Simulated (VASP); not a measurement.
Set up this calculation in VASP 6.6.1, as the native input.

```yaml
Task: single point
Functional: PBE
Potentials_or_basis: VASP PAW PBE potentials, release 64 (O, H, C)
Cutoff: 520 eV
k_mesh: 1 × 1 × 1
Occupations: fermi-dirac, width 0.05 eV
Spin: no spin polarisation
Dipole_correction: no
Further_INCAR_settings: LREAL = Auto; ALGO = Normal; EDIFF = 1e-06; NBANDS = 38
```

The structure of H12CO5 lies in POSCAR:

```
H12CO5
1.0
    6.2411070000      0.0000000000      0.0000000000
    0.0000000000      6.2411070000      0.0000000000
    0.0000000000      0.0000000000      6.2411070000
O H C
5 12 1
Direct
    0.9714886392      0.1202517489      0.2845962581
    0.3540804915      0.1694063791      0.0864205309
    0.4474534706      0.7955575614      0.8824410795
    0.8458680161      0.3304635286      0.6528930075
    0.1275468323      0.6474912850      0.6268328370
    0.8509078630      0.1371274591      0.1883123861
    0.9245078237      0.1946611007      0.4174462835
    0.2136102290      0.1600308993      0.1622923422
    0.3490177074      0.3046862195      0.0100377590
    0.4121125228      0.9367293913      0.9485634130
    0.5908798531      0.8148563313      0.8259448885
    0.9502491354      0.4529299233      0.6552247680
    0.7058752986      0.3947363711      0.6329408790
    0.0718700651      0.6714411142      0.3032287726
    0.2415916999      0.6989719609      0.7255329620
    0.2948971845      0.8196078623      0.3938000589
    0.3144389477      0.5327918122      0.3708978455
    0.2091259201      0.6679867517      0.4127533289
```

These files were run (other wordings do the same):

INCAR

```
SYSTEM = H12CO5
  PREC = Accurate
  ENCUT = 520
  EDIFF = 1E-6
  ISMEAR = -1
  SIGMA = 0.05
  LREAL = Auto
  LASPH = .TRUE.
  NELM = 100
  ALGO = Normal
  ISIF = 2
  LWAVE = .FALSE.
  LCHARG = .FALSE.
  GGA = PE
  NBANDS = 38
```

KPOINTS

```
regular mesh
0
G
  1 1 1
  0 0 0
```

Potentials or basis: VASP PAW PBE potentials, release 64 (O, H, C).

The run is started by

```bash
$ cat potpaw_PBE.64/O/POTCAR potpaw_PBE.64/H/POTCAR potpaw_PBE.64/C/POTCAR > POTCAR
$ mpirun -np 1 vasp_gam > vasp.out
```

It gave:

```yaml
Pressure: 0.0 GPa
Largest_force: 0.239 eV/Å
Band_gap_on_the_k_mesh: 4.22 eV
```

Caveat: the k points lie up to 1.01 Å⁻¹ apart.

Wall time 11 s on 1 thread of Intel(R) Xeon(R) 6975P-C (Granite Rapids), with other jobs on the host, peak memory 0.31 GiB.
